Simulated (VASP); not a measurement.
VO2:

```
V O
1.0
     4.56651    0.00000    0.00000
     0.00000    4.56651    0.00000
     0.00000    0.00000    3.08451
V O
2 4
Direct
  0.50000 0.50000 0.50000
  0.00000 0.00000 0.00000
  0.20036 0.79964 0.50000
  0.79964 0.20036 0.50000
  0.70036 0.70036 0.00000
  0.29964 0.29964 0.00000
```

Base run:

```yaml
Program: VASP 6.6.1
Functional: LDA
Potentials_or_basis: VASP PAW LDA potentials, release 64 (V_sv, O)
Cutoff: 600 eV
k_mesh: 6 × 6 × 9
Occupations: fermi-dirac, width 0.05 eV
Spin: collinear spin, ferromagnetic start
Starting_moments: "[2.0, 2.0, 0.0, 0.0, 0.0, 0.0] μB"
```

Its results: band gap on the k mesh zero (filled and empty bands overlap); pressure -28.7 GPa; net moment 2.00 μB per cell; site moments V +1.04; O -0.05 μB; largest force 0.335 eV/Å.

Task: The run is repeated on the same cell with these changes: functional from LDA to PBE exchange alone; potentials or basis from VASP PAW LDA potentials, release 64 (V_sv, O) to VASP PAW PBE potentials, release 64 (V_sv, O). What comes out?

Result: Band gap on the k mesh zero (filled and empty bands overlap); pressure 3.7 GPa; net moment 2.00 μB per cell; site moments V +1.17; O -0.11 μB; largest force 0.157 eV/Å.

Caveats: semilocal functionals often make such compounds metallic where correlation or magnetic order opens a gap, which also shifts bond lengths; the cell stands under tension (at least some runs); the cell stands under pressure (at least some runs).
